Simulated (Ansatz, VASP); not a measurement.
C in VASP and in Ansatz

```
C
1.0
     0.00000    1.81332    1.81332
     1.81332    0.00000    1.81332
     1.81332    1.81332    0.00000
C
2
Direct
  0.00000 0.00000 0.00000
  0.25000 0.25000 0.25000
```

Alike in both runs: task single point; functional PBE; dispersion D3(BJ); k mesh 12 × 12 × 12; occupations gaussian, width 0.02 eV; no spin polarisation.

|  | VASP | Ansatz |
| --- | --- | --- |
| version | VASP 6.6.1 | Ansatz 0.2.0 |
| potentials or method | VASP PAW PBE potentials, release 64 (C), cutoff 600 eV | scalar-relativistic, plane waves, PAW |
| valence electrons in the cell | 8 | 8 |

Ansatz gave:

| Property | Result |
| --- | --- |
| gap on the k mesh at the Fermi level (eV) | 4.05 |
| least direct gap on the mesh (eV) | 5.46 |
| pressure (GPa) | -23.1 |

**Question.** Estimate VASP's values.

**Answer.** gap on the k mesh at the Fermi level (eV): 4.04; least direct gap on the mesh (eV): 5.45; pressure (GPa): -23.2.
